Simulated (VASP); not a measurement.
# Cr (Im-3m) in VASP: single point with BLYP

Aim: the single point of Cr with BLYP.

Program: VASP 6.6.1. These are calculated values, not measurements. Logs are shortened: lines on timing, memory, paths and dates and some standing lists are left out, and cuts for length are marked.

## (1) The cell of the first run

The structure is cubic, space group Im-3m (No. 229). The conventional cell has a = 2.902 Å, b = 2.902 Å, c = 2.902 Å, α = 90.00°, β = 90.00°, γ = 90.00°. Cr (site symmetry m-3m) has 14 Cr at 2.51 to 2.90 Å within 3.3 Å.

## (2) Single point, BLYP, collinear spin, antiferromagnetic start

Input file INCAR:

```
SYSTEM = Cr
  PREC = Accurate
  ENCUT = 520
  EDIFF = 1E-6
  ISMEAR = -1
  SIGMA = 0.05
  LREAL = .False.
  LASPH = .True.
  NELM = 150
  ALGO = Normal
  ISIF = 2
  LWAVE = .False.
  LCHARG = .True.
  ISPIN = 2
  MAGMOM = 1.153 -1.153
  LORBIT = 11
  LMAXMIX = 4
  GGA = B5
  ALDAX = 1.0
  AGGAX = 1.0
  AGGAC = 1.0
  ALDAC = 0.0
  LELF = .True.
  LVHAR = .True.
  NBANDS = 23
```

Input file KPOINTS:

```
Automatic mesh
0
Gamma
  18 18 18
  0 0 0
```

Input file POSCAR:

```
Cr
1.0
    2.9020902426      0.0000000000      0.0000000000
    0.0000000000      2.9020902426      0.0000000000
    0.0000000000      0.0000000000      2.9020902426
Cr
2
Direct
    0.0000000000      0.0000000000      0.0000000000
    0.5000000000      0.5000000000      0.5000000000
```

Potentials or basis: VASP PAW PBE potentials, release 64 (Cr_pv).

Started as:

```bash
cat potpaw_PBE.64/Cr_pv/POTCAR > POTCAR
mpirun -np 1 vasp_std > vasp.out
```

OUTCAR:

```text
SYSTEM = Cr
   PREC = Accurate
   ENCUT = 520
   EDIFF = 1E-6
   ISMEAR = -1
   LREAL = .False.
   LASPH = .True.
   NELM = 150
   ISIF = 2
   ISPIN = 2
   LORBIT = 11
   GGA = B5

 ion  position               nearest neighbor table
   1  0.000  0.000  0.000-   2 2.51   2 2.51   2 2.51   2 2.51   2 2.51   2 2.51   2 2.51   2 2.51

   2  0.500  0.500  0.500-   1 2.51   1 2.51   1 2.51   1 2.51   1 2.51   1 2.51   1 2.51   1 2.51

  LATTYP: Found a simple cubic cell.
 ALAT       =     2.9020902426

  Lattice vectors:

 A1 = (   2.9020902426,   0.0000000000,   0.0000000000)
 A2 = (   0.0000000000,   2.9020902426,   0.0000000000)
 A3 = (   0.0000000000,   0.0000000000,   2.9020902426)

Analysis of symmetry for initial positions (statically):
=====================================================================
 Subroutine PRICEL returns following result:

  LATTYP: Found a body centered cubic cell.
 ALAT       =     2.9020902426

  Lattice vectors:

 A1 = (   1.4510451213,   1.4510451213,  -1.4510451213)
 A2 = (  -1.4510451213,   1.4510451213,   1.4510451213)
 A3 = (   1.4510451213,  -1.4510451213,   1.4510451213)

   2 primitive cells build up your supercell.

 Routine SETGRP: Setting up the symmetry group for a
 simple cubic supercell.

 Subroutine GETGRP returns: Found 48 space group operations
 (whereof 48 operations were pure point group operations)
 out of a pool of 48 trial point group operations.

The static configuration has the point symmetry O_h .

Analysis of symmetry for dynamics (positions and initial velocities):
=====================================================================
 Subroutine PRICEL returns following result:

  LATTYP: Found a body centered cubic cell.
 ALAT       =     2.9020902426

  Lattice vectors:

 A1 = (   1.4510451213,   1.4510451213,  -1.4510451213)
 A2 = (  -1.4510451213,   1.4510451213,   1.4510451213)
 A3 = (   1.4510451213,  -1.4510451213,   1.4510451213)

   2 primitive cells build up your supercell.

 Routine SETGRP: Setting up the symmetry group for a
 simple cubic supercell.

 Subroutine GETGRP returns: Found 48 space group operations
 (whereof 48 operations were pure point group operations)
 out of a pool of 48 trial point group operations.

The dynamic configuration has the point symmetry O_h .

Analysis of structural, dynamic, and magnetic symmetry:
=====================================================================
 Subroutine PRICEL returns following result:

  LATTYP: Found a body centered cubic cell.
 ALAT       =     2.9020902426

  Lattice vectors:

 A1 = (   1.4510451213,   1.4510451213,  -1.4510451213)
 A2 = (  -1.4510451213,   1.4510451213,   1.4510451213)
 A3 = (   1.4510451213,  -1.4510451213,   1.4510451213)

   2 primitive cells build up your supercell.

 Routine SETGRP: Setting up the symmetry group for a
 simple cubic supercell.

 Subroutine GETGRP returns: Found 48 space group operations
 (whereof 48 operations were pure point group operations)
 out of a pool of 48 trial point group operations.

The overall configuration has the point symmetry O_h .

 Subroutine INISYM returns: Found 48 space group operations
 (whereof 48 operations are pure point group operations),
 and found     2 'primitive' translations

----------------------------------------------------------------------------------------

                                     Primitive cell

  volume of cell :      12.2209

  direct lattice vectors                    reciprocal lattice vectors
     1.451045121  1.451045121 -1.451045121     0.344579223  0.344579223  0.000000000
    -1.451045121  1.451045121  1.451045121     0.000000000  0.344579223  0.344579223
     1.451045121 -1.451045121  1.451045121     0.344579223  0.000000000  0.344579223

  length of vectors
     2.513283874  2.513283874  2.513283874     0.487308610  0.487308610  0.487308610

  position of ions in fractional coordinates (direct lattice)
     0.000000000  0.000000000  0.000000000

  ion indices of the primitive-cell ions
   primitive index   ion index
                 1           1

----------------------------------------------------------------------------------------

 KPOINTS: Automatic mesh

Automatic generation of k-mesh.
 Grid dimensions read from file:
 generate k-points for:   18   18   18

 Generating k-lattice:

  Cartesian coordinates                     Fractional coordinates (reciprocal lattice)
     0.019143290  0.000000000  0.000000000     0.055555556  0.000000000  0.000000000
     0.000000000  0.019143290  0.000000000     0.000000000  0.055555556  0.000000000
     0.000000000  0.000000000  0.019143290     0.000000000  0.000000000  0.055555556

  Length of vectors
     0.019143290  0.019143290  0.019143290

  Shift w.r.t. Gamma in fractional coordinates (k-lattice)
     0.000000000  0.000000000  0.000000000

 Subroutine IBZKPT returns following result:
 ===========================================

 Found    220 irreducible k-points:

 Following reciprocal coordinates:
            Coordinates               Weight
  0.000000  0.000000  0.000000      1.000000
  0.055556  0.000000  0.000000      6.000000
  0.111111  0.000000  0.000000      6.000000
  0.166667  0.000000  0.000000      6.000000
  0.222222  0.000000  0.000000      6.000000
  0.277778  0.000000  0.000000      6.000000
[... 16 lines left out ...]
  0.277778  0.111111  0.000000     24.000000
  0.333333  0.111111  0.000000     24.000000
 [... further k-points ...]
   k-points           NKPTS =    220   k-points in BZ     NKDIM =    220   number of bands    NBANDS=     23
   number of dos      NEDOS =    301   number of ions     NIONS =      2
   total plane-waves  NPLWV =  13824
   dimension x,y,z NGX =    24 NGY =   24 NGZ =   24
   dimension x,y,z NGXF=    48 NGYF=   48 NGZF=   48
   ions per type =               2
   NGX,Y,Z   is equivalent  to a cutoff of  13.75, 13.75, 13.75 a.u.
   NGXF,Y,Z  is equivalent  to a cutoff of  27.50, 27.50, 27.50 a.u.
 SYSTEM =  Cr
   PREC   = accura    normal or accurate (medium, high low for compatibility)
   ISTART =      0    job   : 0-new  1-cont  2-samecut
   ICHARG =      2    charge: 1-file 2-atom 10-const
   ISPIN  =      2    spin polarized calculation?
   LNONCOLLINEAR =      F non collinear calculations
   LSORBIT =      F    spin-orbit coupling
   LASPH  =      T    aspherical Exc in radial PAW
   ENCUT  =  520.0 eV  38.22 Ry    6.18 a.u.   5.40  5.40  5.40*2*pi/ulx,y,z
   NELM   =    150;   NELMIN=  2; NELMDL= -5     # of ELM steps
   EDIFF  = 0.1E-05   stopping-criterion for ELM
   LREAL  =      F    real-space projection
   EDIFFG = 0.1E-04   stopping-criterion for IOM
   NSW    =      0    number of steps for IOM
   IBRION =     -1    ionic relax: 0-MD 1-quasi-New 2-CG
   NFREE  =      0    steps in history (QN), initial steepest desc. (CG)
   ISIF   =      2    stress and relaxation
   ISYM   =      2    0-nonsym 1-usesym 2-fastsym
   POTIM  = 0.5000    time-step for ionic-motion
   TEBEG  =    0.0;   TEEND  =   0.0 temperature during run
   PSTRESS=    0.0 pullay stress
   NELECT =      24.0000    total number of electrons
   NUPDOWN=      -1.0000    fix difference up-down
   EMIN   =  10.00;   EMAX   =-10.00  energy-range for DOS
   EFERMI =   0.00;   METHOD = LEGACY
   ISMEAR =    -1;   SIGMA  =   0.05  broadening in eV -4-tet -1-fermi 0-gaus
   EFERMI_NEDOS =   21; number of points for ismear=-14 and -15
   IALGO  =     38    algorithm
   IMIX   =      4    mixing-type and parameters
     AMIX     =   0.40;   BMIX     =  1.00
     AMIX_MAG =   1.60;   BMIX_MAG =  1.00
  volume/ion in A,a.u.               =      12.22        82.47
  Fermi-wavevector in a.u.,A,eV,Ry     =   1.627175  3.074915 36.024136  2.647699
  Thomas-Fermi vector in A             =   2.720014
   LORBIT       =     11    0 simple, 1 ext, 2 COOP (PROOUT), +10 PAW based schemes
   GGA     = B5    functional components
   LHFCALC =     F    Hartree Fock is set to
   AEXX    =    0.0000 exact exchange contribution
   IVDW    =     0    specifies the selected vdW correction
   LEPSILON=     F    determine dielectric tensor
   LRPA    =     F    only Hartree local field effects (RPA)
 spin polarized calculation
  energy-cutoff  :      520.00
  volume of cell :       24.44
 maximum number of plane-waves:       691
 NGX is ok and might be reduce to    24
   NGX = 11   NGY = 11   NGZ = 11

 number of electron      23.9999993 magnetization       0.0000000

 number of electron      23.9999993 magnetization      -0.0000000

 Free energy of the ion-electron system (eV)
  ---------------------------------------------------
  ext. energy  EPLUGINS =         0.00000000
  ---------------------------------------------------
  free energy    TOTEN  =       -16.68776292 eV

  energy without entropy =      -16.68303528  energy(sigma->0) =      -16.68539910

 E-fermi :  10.6883     XC(G=0): -12.7625

 val. band max:       10.6860773361   @ k =   0.3333   0.0556   0.0556
 cond. band min:      10.7248363824   @ k =   0.5000   0.0000   0.0000
 fundamental gap:      0.0387590463
 Fermi energy:        10.6883454235

 spin component 1

 k-point     1 :       0.0000    0.0000    0.0000
  band No.  band energies     occupation
      1     -32.7979      1.00000
      2     -32.7979      1.00000
      3     -32.7979      1.00000
      4     -31.4440      1.00000
      5     -31.4440      1.00000
      6     -31.4440      1.00000
[... 613 lines left out ...]
     22      25.2878      0.00000
     23      28.1469      0.00000

 [... further k-points ...]

 spin component 2

 k-point     1 :       0.0000    0.0000    0.0000
  band No.  band energies     occupation
      1     -32.7979      1.00000
      2     -32.7979      1.00000
      3     -32.7979      1.00000
      4     -31.4440      1.00000
      5     -31.4440      1.00000
      6     -31.4440      1.00000
[... 613 lines left out ...]
     22      25.2878      0.00000
     23      28.1469      0.00000

 [... further k-points ...]

------------------------ aborting loop because EDIFF is reached ----------------------------------------

  FORCE on cell =-STRESS in cart. coord.  units (eV):
  Direction    XX          YY          ZZ          XY          YZ          ZX
  --------------------------------------------------------------------------------------
  -------------------------------------------------------------------------------------
  Total        0.0440660      0.0440660      0.0440660      0.0000000     -0.0000000      0.0000000
  in kB        2.8885628      2.8885628      2.8885628      0.0000000     -0.0000000      0.0000000
  external PRESSURE =       2.8885628 kB  Pullay stress =       0.0000000 kB

 VOLUME and BASIS-vectors are now :
 -----------------------------------------------------------------------------
  energy-cutoff  :      520.00
  volume of cell :       24.44
      direct lattice vectors                 reciprocal lattice vectors
     2.902090243  0.000000000  0.000000000     0.344579223  0.000000000  0.000000000
     0.000000000  2.902090243  0.000000000     0.000000000  0.344579223  0.000000000
     0.000000000  0.000000000  2.902090243     0.000000000  0.000000000  0.344579223

 POSITION                                       TOTAL-FORCE (eV/Angst)
 -----------------------------------------------------------------------------------
      0.00000      0.00000      0.00000        -0.000000     -0.000000     -0.000000
      1.45105      1.45105      1.45105         0.000000      0.000000      0.000000
 -----------------------------------------------------------------------------------
    total drift:                                0.000000      0.000000     -0.000000

  FREE ENERGIE OF THE ION-ELECTRON SYSTEM (eV)
  ---------------------------------------------------
  free  energy   TOTEN  =       -16.6877629198 eV

  energy  without entropy=      -16.6830352802  energy(sigma->0) =      -16.68539910

 total charge

# of ion       s       p       d       tot
------------------------------------------
    1        0.389   6.359   4.215  10.964
    2        0.389   6.359   4.215  10.964
--------------------------------------------------
tot          0.779  12.719   8.430  21.928

 magnetization (x)

# of ion       s       p       d       tot
------------------------------------------
    1        0.014   0.008   1.230   1.252
    2       -0.014  -0.008  -1.230  -1.252
--------------------------------------------------
tot          0.000   0.000   0.000   0.000
```

Run time: 5.1 min. Hardware: 1 thread of Intel Xeon 8259CL, shared host; peak memory 0.28 GiB.

What came out:

```
Free energy                                           : -16.6878 eV
Pressure                                              : 0.3 GPa
Band gap on the k mesh                                : zero (filled and empty bands overlap)
Net moment                                            : 0.00 μB per cell
Site moments                                          : Cr +1.25, -1.25 μB
Valence electrons inside the program's atomic spheres : Cr 10.96
```

Caveat: an empty level that is flat over the whole mesh can mark a ghost state of the potentials, or a narrow d or f band; the antiferromagnetic order is the one typed at the start, and another may lie lower; the PAW data sets were made with another functional, which shifts forces and pressure a little.

The gap in the log of VASP goes by the Fermi energy; the results here count the filled bands.